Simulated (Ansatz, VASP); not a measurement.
**Two plane-wave programs on CuB5**

```xyz
6
Lattice="3.7749 0.0000 0.0000 -1.8874 3.2691 0.0000 0.0000 0.0000 4.2179" Properties=species:S:1:pos:R:3 pbc="T T T"
Cu    0.0000    0.0000    2.1090
B     1.8874    0.0000    2.1090
B    -0.9437    1.6346    2.1090
B     0.9437    1.6346    2.1090
B     0.0000    2.1794    0.0000
B     1.8874    1.0897    0.0000
```

Alike in both runs: functional PBE; k mesh 6 × 6 × 4; occupations gaussian, width 0.1 eV; no spin polarisation.

Ansatz relaxed the structure, and its values are those at the end. VASP's run is a single point on that final structure, the one shown.

|  | VASP | Ansatz |
| --- | --- | --- |
| version | VASP 6.6.1 | Ansatz 0.2.0 |
| potentials or method | VASP PAW PBE potentials, release 64 (Cu_sv_GW, B), cutoff 820 eV | scalar-relativistic, plane waves, PAW |
| valence electrons in the cell | 34 | 34 |

|  | VASP | Ansatz | Ansatz less VASP |
| --- | --- | --- | --- |
| gap on the k mesh at the Fermi level (eV) | none | none | - |
| pressure (GPa) | -0.1 | 0.0 | +0.19 |

A gap of «none» marks a metal or a gap that the smearing closes.

The k mesh is coarse, so the values compare programs but aren't converged.
